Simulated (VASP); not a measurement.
# MgO (I4/mmm) in VASP: further runs

Runs on MgO. Level: r2SCAN. Tasks: single point.

Everything below comes from runs of VASP 6.6.1. Logs are shortened: lines on timing, memory, paths and dates and some standing lists are left out, and cuts for length are marked.

## Step 1: The cell of the first run

The structure is tetragonal, space group I4/mmm (No. 139). Conventional cell: a = 3.003 Å, b = 3.003 Å, c = 4.180 Å, α = 90.00°, β = 90.00°, γ = 90.00°. Mg (site symmetry 4/mmm) has 6 O at 2.09 to 2.12 Å within 2.8 Å. O (site symmetry 4/mmm) has 6 Mg at 2.09 to 2.12 Å within 2.8 Å.

## Step 2: Single point, r2SCAN (biaxial strain in the a-b plane: +1.0 %, then relaxed in part)

POSCAR reads:

```
MgO
1.0
    2.1232229630      2.1232229630      0.0000000000
   -2.1232229630      2.1232229630      0.0000000000
    0.0000000000      0.0000000000      4.1795251444
Mg O
2 2
Direct
    0.0000000000      0.0000000000      0.0000000000
    0.5000000000      0.5000000000      0.5000000000
    0.5000000000      0.5000000000      0.0000000000
    0.0000000000      0.0000000000      0.5000000000
```

INCAR.step1 reads:

```
PREC = Accurate
ENCUT = 920
ISMEAR = 0
SIGMA = 0.02
LREAL = False
LASPH = True
NELM = 120
NBANDS = 24
GGA = PE
ALGO = Normal
EDIFF = 1E-5
LWAVE = True
LCHARG = False
GGA_COMPAT = False
```

INCAR.step2 reads:

```
PREC = Accurate
ENCUT = 920
EDIFF = 1E-6
ISMEAR = 0
SIGMA = 0.02
LREAL = False
LASPH = True
NELM = 120
ALGO = Normal
ISIF = 2
LWAVE = False
LCHARG = False
METAGGA = R2SCAN
LMIXTAU = True
NBANDS = 24
ISTART = 1
GGA_COMPAT = False
```

KPOINTS reads:

```
Automatic mesh
0
Gamma
  8 8 6
```

Potentials or basis: VASP PAW PBE potentials, release 64 (Mg_sv, O).

Command:

```sh
$ cat potpaw_PBE.64/Mg_sv/POTCAR potpaw_PBE.64/O/POTCAR > POTCAR
$ cp INCAR.step1 INCAR
$ mpirun -np 1 vasp_std > vasp.out
$ cp INCAR.step2 INCAR
$ mpirun -np 1 vasp_std > vasp.out
```

OUTCAR:

```text
PREC = Accurate
   ENCUT = 920
   EDIFF = 1E-6
   ISMEAR = 0
   LREAL = False
   LASPH = True
   NELM = 120
   ISIF = 2
   METAGGA = R2SCAN
   ISTART = 1

 ion  position               nearest neighbor table
   1  0.000  0.000  0.000-   4 2.09   4 2.09   3 2.12   3 2.12   3 2.12   3 2.12
   2  0.500  0.500  0.500-   3 2.09   3 2.09   4 2.12   4 2.12   4 2.12   4 2.12
   3  0.500  0.500  0.000-   2 2.09   2 2.09   1 2.12   1 2.12   1 2.12   1 2.12
   4  0.000  0.000  0.500-   1 2.09   1 2.09   2 2.12   2 2.12   2 2.12   2 2.12

  LATTYP: Found a simple tetragonal cell.
 ALAT       =     3.0026907102
 C/A-ratio  =     1.3919266244

  Lattice vectors:

 A1 = (   2.1232229630,   2.1232229630,   0.0000000000)
 A2 = (  -2.1232229630,   2.1232229630,   0.0000000000)
 A3 = (   0.0000000000,   0.0000000000,   4.1795251444)

Analysis of symmetry for initial positions (statically):
=====================================================================
 Subroutine PRICEL returns following result:

  LATTYP: Found a body centered tetragonal cell.
 ALAT       =     3.0026907102
 C/A-ratio  =     1.3919266244

  Lattice vectors:

 A1 = (   0.0000000000,  -2.1232229630,  -2.0897625722)
 A2 = (   0.0000000000,   2.1232229630,  -2.0897625722)
 A3 = (   2.1232229630,   0.0000000000,   2.0897625722)

   2 primitive cells build up your supercell.

 Routine SETGRP: Setting up the symmetry group for a
 simple tetragonal supercell.

 Subroutine GETGRP returns: Found 16 space group operations
 (whereof 16 operations were pure point group operations)
 out of a pool of 16 trial point group operations.

The static configuration has the point symmetry D_4h.

Analysis of symmetry for dynamics (positions and initial velocities):
=====================================================================
 Subroutine PRICEL returns following result:

  LATTYP: Found a body centered tetragonal cell.
 ALAT       =     3.0026907102
 C/A-ratio  =     1.3919266244

  Lattice vectors:

 A1 = (   0.0000000000,  -2.1232229630,  -2.0897625722)
 A2 = (   0.0000000000,   2.1232229630,  -2.0897625722)
 A3 = (   2.1232229630,   0.0000000000,   2.0897625722)

   2 primitive cells build up your supercell.

 Routine SETGRP: Setting up the symmetry group for a
 simple tetragonal supercell.

 Subroutine GETGRP returns: Found 16 space group operations
 (whereof 16 operations were pure point group operations)
 out of a pool of 16 trial point group operations.

The dynamic configuration has the point symmetry D_4h.

 Subroutine INISYM returns: Found 16 space group operations
 (whereof 16 operations are pure point group operations),
 and found     2 'primitive' translations

----------------------------------------------------------------------------------------

                                     Primitive cell

  volume of cell :      18.8416

  direct lattice vectors                    reciprocal lattice vectors
     0.000000000 -2.123222963 -2.089762572     0.235491048 -0.235491048 -0.239261630
     0.000000000  2.123222963 -2.089762572     0.235491048  0.235491048 -0.239261630
     2.123222963  0.000000000  2.089762572     0.470982095  0.000000000  0.000000000

  length of vectors
     2.979124596  2.979124596  2.979124596     0.410070963  0.410070963  0.470982095

  position of ions in fractional coordinates (direct lattice)
     0.000000000  0.000000000  0.000000000
     0.500000000  0.500000000  0.000000000

  ion indices of the primitive-cell ions
   primitive index   ion index
                 1           1
                 2           4

----------------------------------------------------------------------------------------

 KPOINTS: Automatic mesh

Automatic generation of k-mesh.
 Grid dimensions read from file:
 generate k-points for:    8    8    6

 Generating k-lattice:

  Cartesian coordinates                     Fractional coordinates (reciprocal lattice)
     0.029436381  0.029436381  0.000000000     0.125000000  0.000000000  0.000000000
    -0.029436381  0.029436381  0.000000000     0.000000000  0.125000000  0.000000000
     0.000000000  0.000000000  0.039876938     0.000000000  0.000000000  0.166666667

  Length of vectors
     0.041629329  0.041629329  0.039876938

  Shift w.r.t. Gamma in fractional coordinates (k-lattice)
     0.000000000  0.000000000  0.000000000

 Subroutine IBZKPT returns following result:
 ===========================================

 Found     60 irreducible k-points:

 Following reciprocal coordinates:
            Coordinates               Weight
  0.000000  0.000000  0.000000      1.000000
  0.125000  0.000000  0.000000      4.000000
  0.250000  0.000000  0.000000      4.000000
  0.375000  0.000000  0.000000      4.000000
  0.500000  0.000000  0.000000      2.000000
  0.125000  0.125000  0.000000      4.000000
[... 16 lines left out ...]
  0.375000  0.125000  0.166667     16.000000
  0.500000  0.125000  0.166667      8.000000
 [... further k-points ...]
[... 75 lines left out ...]
  band No.  band energies     occupation
      1     -72.5554      2.00000
      2     -72.5446      2.00000
      3     -37.7042      2.00000
      4     -37.6744      2.00000
      5     -37.6744      2.00000
      6     -37.6460      2.00000
[... 16 lines left out ...]
     23      19.3712      0.00000
     24      22.6472      0.00000

 k-point     2 :       0.1250    0.0000    0.0000
  band No.  band energies     occupation
      1     -72.5545      2.00000
      2     -72.5445      2.00000
      3     -37.7011      2.00000
      4     -37.6793      2.00000
      5     -37.6725      2.00000
      6     -37.6532      2.00000
[... 16 lines left out ...]
     23      19.6070      0.00000
     24      22.2292      0.00000

 k-point     3 :       0.2500    0.0000    0.0000
  band No.  band energies     occupation
      1     -72.5525      2.00000
      2     -72.5448      2.00000
      3     -37.6924      2.00000
      4     -37.6909      2.00000
      5     -37.6711      2.00000
      6     -37.6676      2.00000
[... 16 lines left out ...]
     23      20.2666      0.00000
     24      21.7323      0.00000

 k-point     4 :       0.3750    0.0000    0.0000
  band No.  band energies     occupation
      1     -72.5498      2.00000
      2     -72.5457      2.00000
      3     -37.7009      2.00000
      4     -37.6903      2.00000
      5     -37.6800      2.00000
      6     -37.6612      2.00000
[... 16 lines left out ...]
     23      21.2047      0.00000
     24      21.4209      0.00000

 k-point     5 :       0.5000    0.0000    0.0000
  band No.  band energies     occupation
      1     -72.5474      2.00000
      2     -72.5474      2.00000
      3     -37.7017      2.00000
      4     -37.7017      2.00000
      5     -37.6664      2.00000
      6     -37.6664      2.00000
[... 16 lines left out ...]
     23      21.0508      0.00000
     24      21.0508      0.00000

 k-point     6 :       0.1250    0.1250    0.0000
  band No.  band energies     occupation
      1     -72.5537      2.00000
      2     -72.5446      2.00000
      3     -37.6982      2.00000
      4     -37.6801      2.00000
      5     -37.6749      2.00000
      6     -37.6571      2.00000
[... 16 lines left out ...]
     23      19.8920      0.00000
     24      20.9317      0.00000
[... 379 lines left out ...]
 k-point    21 :       0.1250    0.1250    0.1667
  band No.  band energies     occupation
      1     -72.5531      2.00000
      2     -72.5452      2.00000
      3     -37.6983      2.00000
      4     -37.6780      2.00000
      5     -37.6704      2.00000
      6     -37.6627      2.00000
[... 16 lines left out ...]
     23      20.0895      0.00000
     24      21.0401      0.00000

 k-point    22 :       0.2500    0.1250    0.1667
  band No.  band energies     occupation
      1     -72.5513      2.00000
      2     -72.5453      2.00000
      3     -37.6996      2.00000
      4     -37.6805      2.00000
      5     -37.6792      2.00000
      6     -37.6668      2.00000
[... 16 lines left out ...]
     23      20.2940      0.00000
     24      20.4771      0.00000

 k-point    23 :       0.3750    0.1250    0.1667
  band No.  band energies     occupation
      1     -72.5491      2.00000
      2     -72.5458      2.00000
      3     -37.7071      2.00000
      4     -37.6975      2.00000
      5     -37.6729      2.00000
      6     -37.6618      2.00000
[... 16 lines left out ...]
     23      20.3619      0.00000
     24      20.6947      0.00000

 k-point    24 :       0.5000    0.1250    0.1667
  band No.  band energies     occupation
      1     -72.5471      2.00000
      2     -72.5471      2.00000
      3     -37.7080      2.00000
      4     -37.7080      2.00000
      5     -37.6623      2.00000
      6     -37.6623      2.00000
[... 16 lines left out ...]
     23      20.6547      0.00000
     24      20.6547      0.00000

 [... further k-points ...]

------------------------ aborting loop because EDIFF is reached ----------------------------------------

  FORCE on cell =-STRESS in cart. coord.  units (eV):
  Direction    XX          YY          ZZ          XY          YZ          ZX
  --------------------------------------------------------------------------------------
  -------------------------------------------------------------------------------------
  Total       -0.6116195     -0.6116195      0.1713595      0.0000000     -0.0000000      0.0000000
  in kB      -26.0042178    -26.0042178      7.2856882      0.0000000     -0.0000000      0.0000000
  external PRESSURE =     -14.9075825 kB  Pullay stress =       0.0000000 kB

 VOLUME and BASIS-vectors are now :
 -----------------------------------------------------------------------------
  energy-cutoff  :      920.00
  volume of cell :       37.68
      direct lattice vectors                 reciprocal lattice vectors
     2.123222963  2.123222963  0.000000000     0.235491048  0.235491048  0.000000000
    -2.123222963  2.123222963  0.000000000    -0.235491048  0.235491048  0.000000000
     0.000000000  0.000000000  4.179525144     0.000000000  0.000000000  0.239261630

 POSITION                                       TOTAL-FORCE (eV/Angst)
 -----------------------------------------------------------------------------------
      0.00000      0.00000      0.00000        -0.000000     -0.000000     -0.000000
      0.00000      2.12322      2.08976         0.000000     -0.000000      0.000000
      0.00000      2.12322      0.00000        -0.000000      0.000000     -0.000000
      0.00000      0.00000      2.08976        -0.000000      0.000000     -0.000000
 -----------------------------------------------------------------------------------
    total drift:                               -0.000000      0.000000      0.000000

  FREE ENERGIE OF THE ION-ELECTRON SYSTEM (eV)
  ---------------------------------------------------
  free  energy   TOTEN  =       -32.3064364461 eV

  energy  without entropy=      -32.3064364461  energy(sigma->0) =      -32.30643645
```

Wall time 7 min (1 thread of Intel Xeon Platinum 8259CL at 2.50GHz (Skylake/Cascade Lake), shared host); peak memory 0.25 GiB.

Results:

* Free energy: -32.3064 eV
* Pressure: -1.5 GPa
* Band gap on the k mesh: 5.55 eV

Stress tensor (GPa, compression positive):
```
-2.60  0.00  0.00
 0.00 -2.60  0.00
 0.00  0.00  0.73
```

Levels at points of the mesh, in eV from the valence-band top:
| k point | band 13 | band 14 | band 15 | band 16 | band 17 | band 18 | band 19 | band 20 |
| --- | --- | --- | --- | --- | --- | --- | --- | --- |
| (0.00, 0.00, 0.00) | -1.41 | -0.04 | 0.00 | 0.00 | 5.55 | 9.91 | 11.03 | 14.35 |
| (0.50, 0.00, 0.00) | -1.99 | -1.99 | -0.69 | -0.69 | 10.37 | 10.37 | 12.88 | 12.88 |
| (0.50, 0.50, 0.00) | -1.39 | -1.39 | -1.29 | -1.29 | 10.08 | 10.08 | 11.05 | 11.05 |
| (0.00, 0.00, 0.50) | -0.77 | -0.77 | -0.77 | -0.77 | 8.94 | 8.94 | 12.04 | 12.04 |
| (0.50, 0.00, 0.50) | -0.69 | -0.69 | -0.66 | -0.66 | 8.76 | 8.76 | 13.73 | 13.73 |
| (0.50, 0.50, 0.50) | -2.92 | -2.92 | -1.82 | -1.82 | 12.65 | 12.65 | 12.65 | 12.65 |

Caveat: the cell differs from its parent crystal (biaxial strain in the a-b plane: +1.0 %, then relaxed in part); the PAW data sets were made with another functional, which shifts forces and pressure a little.

## Step 3: Single point, r2SCAN (uniaxial strain along c: -1.0 %, then relaxed in part)

POSCAR reads:

```
MgO
1.0
    2.1072534711      2.1072534711      0.0000000000
   -2.1072534711      2.1072534711      0.0000000000
    0.0000000000      0.0000000000      4.1623578852
Mg O
2 2
Direct
    0.0000000000      0.0000000000      0.0000000000
    0.5000000000      0.5000000000      0.5000000000
    0.5000000000      0.5000000000      0.0000000000
    0.0000000000      0.0000000000      0.5000000000
```

INCAR.step1 reads:

```
SYSTEM = MgO
PREC = Accurate
ENCUT = 920
ISMEAR = 0
SIGMA = 0.02
LREAL = .False.
LASPH = .True.
NELM = 120
NBANDS = 24
GGA = PE
ALGO = Normal
EDIFF = 1E-5
LWAVE = .True.
LCHARG = .False.
GGA_COMPAT = .False.
```

INCAR.step2 reads:

```
SYSTEM = MgO
PREC = Accurate
ENCUT = 920
EDIFF = 1E-6
ISMEAR = 0
SIGMA = 0.02
LREAL = .False.
LASPH = .True.
NELM = 120
ALGO = Normal
ISIF = 2
LWAVE = .False.
LCHARG = .False.
METAGGA = R2SCAN
LMIXTAU = .True.
NBANDS = 24
ISTART = 1
GGA_COMPAT = .False.
```

KPOINTS reads:

```
regular mesh
0
Gamma
  8 8 6
  0 0 0
```

Potentials or basis: VASP PAW PBE potentials, release 64 (Mg_sv, O).

Command:

```sh
$ cat potpaw_PBE.64/Mg_sv/POTCAR potpaw_PBE.64/O/POTCAR > POTCAR
$ cp INCAR.step1 INCAR
$ mpirun -np 1 vasp_std > vasp.out
$ cp INCAR.step2 INCAR
$ mpirun -np 1 vasp_std > vasp.out
```

Run time: 8.1 min. Hardware: 1 thread of AMD EPYC 7R43 (Zen 3), shared host; peak memory 0.22 GiB.

It converged, with:

```
Free energy            : -32.3065 eV
Pressure               : 1.7 GPa
Band gap on the k mesh : 5.74 eV
```

Stress tensor (GPa, compression positive):
```
0.76 0.00 0.00
0.00 0.76 0.00
0.00 0.00 3.72
```

Levels at points of the mesh, in eV from the valence-band top:
| k point | band 14 | band 15 | band 16 | band 17 | band 18 | band 19 |
| --- | --- | --- | --- | --- | --- | --- |
| (0.00, 0.00, 0.00) | -0.03 | 0.00 | 0.00 | 5.74 | 9.96 | 11.25 |
| (0.50, 0.00, 0.00) | -2.02 | -0.71 | -0.71 | 10.56 | 10.56 | 12.98 |
| (0.50, 0.50, 0.00) | -1.41 | -1.33 | -1.33 | 10.10 | 10.10 | 11.27 |
| (0.00, 0.00, 0.50) | -0.78 | -0.78 | -0.78 | 9.15 | 9.15 | 12.11 |
| (0.50, 0.00, 0.50) | -0.71 | -0.68 | -0.68 | 8.89 | 8.89 | 13.96 |
| (0.50, 0.50, 0.50) | -2.98 | -1.84 | -1.84 | 12.79 | 12.79 | 12.79 |

Caveat: the cell differs from its parent crystal (uniaxial strain along c: -1.0 %, then relaxed in part); the PAW data sets were made with another functional, which shifts forces and pressure a little.

## Step 4: Single point, r2SCAN (biaxial strain in the a-b plane: -1.0 %, then relaxed in part)

POSCAR reads:

```
MgO
1.0
    2.0811789439      2.0811789439      0.0000000000
   -2.0811789439      2.0811789439      0.0000000000
    0.0000000000      0.0000000000      4.2307935436
Mg O
2 2
Direct
    0.0000000000      0.0000000000      0.0000000000
    0.5000000000      0.5000000000      0.5000000000
    0.5000000000      0.5000000000      0.0000000000
    0.0000000000      0.0000000000      0.5000000000
```

INCAR.step1 reads:

```
SYSTEM = MgO
PREC     = Accurate       ! precision mode
ENCUT    = 920            ! plane-wave cutoff, eV
ISMEAR   = 0              ! smearing method
SIGMA    = 0.02           ! smearing width, eV
LREAL    = .FALSE.        ! projectors in reciprocal space
LASPH    = .TRUE.         ! aspherical terms in the spheres
NELM     = 120            ! most SCF steps
NBANDS   = 24             ! bands
GGA      = PE             ! functional
ALGO     = Normal         ! electronic algorithm
EDIFF    = 1E-5           ! SCF threshold, eV
LWAVE    = .TRUE.         ! write WAVECAR
LCHARG   = .FALSE.        ! write CHGCAR
GGA_COMPAT= .FALSE.
```

INCAR.step2 reads:

```
SYSTEM = MgO
PREC     = Accurate       ! precision mode
ENCUT    = 920            ! plane-wave cutoff, eV
EDIFF    = 1E-6           ! SCF threshold, eV
ISMEAR   = 0              ! smearing method
SIGMA    = 0.02           ! smearing width, eV
LREAL    = .FALSE.        ! projectors in reciprocal space
LASPH    = .TRUE.         ! aspherical terms in the spheres
NELM     = 120            ! most SCF steps
ALGO     = Normal         ! electronic algorithm
ISIF     = 2              ! what is computed and relaxed
LWAVE    = .FALSE.        ! write WAVECAR
LCHARG   = .FALSE.        ! write CHGCAR
METAGGA  = R2SCAN         ! meta-GGA
LMIXTAU  = .TRUE.       
NBANDS   = 24             ! bands
ISTART   = 1            
GGA_COMPAT= .FALSE.
```

KPOINTS reads:

```
Automatic mesh
0
G
  8 8 6
  0 0 0
```

Command:

```sh
$ cat potpaw_PBE.64/Mg_sv/POTCAR potpaw_PBE.64/O/POTCAR > POTCAR
$ cp INCAR.step1 INCAR
$ mpirun -np 1 vasp_std > vasp.out
$ cp INCAR.step2 INCAR
$ mpirun -np 1 vasp_std > vasp.out
```

Wall time 5.9 min (1 thread of Intel Xeon Platinum 8259CL at 2.50GHz (Skylake/Cascade Lake), shared host); peak memory 0.25 GiB.

The run converged. Its results:

| Item | Value |
| --- | --- |
| Free energy | -32.2994 eV |
| Pressure | 3.1 GPa |
| Band gap on the k mesh | 5.82 eV |

Stress tensor (GPa, compression positive):
```
4.42 0.00 0.00
0.00 4.42 0.00
0.00 0.00 0.52
```

Levels at points of the mesh, in eV from the valence-band top:
```tsv
k point	band 14	band 15	band 16	band 17	band 18	band 19
(0.00, 0.00, 0.00)	-0.03	-0.03	0.00	5.82	10.17	11.37
(0.50, 0.00, 0.00)	-2.06	-0.70	-0.70	10.67	10.67	12.85
(0.50, 0.50, 0.00)	-1.49	-1.39	-1.39	9.99	9.99	11.34
(0.00, 0.00, 0.50)	-0.76	-0.76	-0.76	9.24	9.24	12.24
(0.50, 0.00, 0.50)	-0.74	-0.70	-0.70	8.94	8.94	14.05
(0.50, 0.50, 0.50)	-3.04	-1.77	-1.77	12.81	12.81	12.81
```

Caveat: the cell differs from its parent crystal (biaxial strain in the a-b plane: -1.0 %, then relaxed in part); the cell stands under pressure; the PAW data sets were made with another functional, which shifts forces and pressure a little.

## Step 5: The runs side by side

```tsv
cell	gap on the mesh (eV)	pressure (GPa)
a = 3.003, b = 3.003, c = 4.180 Å, 4 atoms	5.55	-1.5
a = 2.980, b = 2.980, c = 4.162 Å, 4 atoms	5.74	1.7
a = 2.943, b = 2.943, c = 4.231 Å, 4 atoms	5.82	3.1
```

Alike in all rows: task single point; level r2SCAN; potentials or basis VASP PAW PBE potentials, release 64 (Mg_sv, O); no spin polarisation; k mesh 8 × 8 × 6; cutoff (eV) 920; smearing gaussian 0.02 eV.

Caveats: the PAW data sets were made with another functional, which shifts forces and pressure a little; the cell stands under pressure (at least some runs).

Absolute energies hang on the potentials; compare differences alone.
